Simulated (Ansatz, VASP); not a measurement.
## Hg: VASP beside Ansatz

```xyz
1
Lattice="1.8779 1.0842 2.1547 -1.8779 1.0842 2.1547 0.0000 -2.1684 2.1547" Properties=species:S:1:pos:R:3 pbc="T T T"
Hg    0.0000    0.0000    0.0000
```

Alike in both runs: task single point; functional r2SCAN; k mesh 4 × 4 × 4; occupations fermi-dirac, width 0.1 eV; no spin polarisation.

```csv
,VASP,Ansatz
version,VASP 6.6.1,Ansatz 0.2.0
potentials or method,"VASP PAW PBE potentials, release 64 (Hg), cutoff 520 eV","plane waves (500 eV) with PAW, scalar-relativistic"
valence electrons in the cell,12,20
```

VASP gave:

* pressure (GPa): 2.9
* traceless stress, the component that is largest in VASP (GPa): 5.73

Task: What did Ansatz give for the same quantities?

Result: Pressure (GPa): 2.5; traceless stress, the component that is largest in VASP (GPa): 5.58.

VASP's potentials were made for PBE, not for r2SCAN. VASP's potentials hold 12 valence electrons a cell and Ansatz's 20, so a difference there can come from the potentials and not from the codes.

The k mesh is coarse, so the values compare programs but aren't converged. Spin-orbit coupling is off throughout.
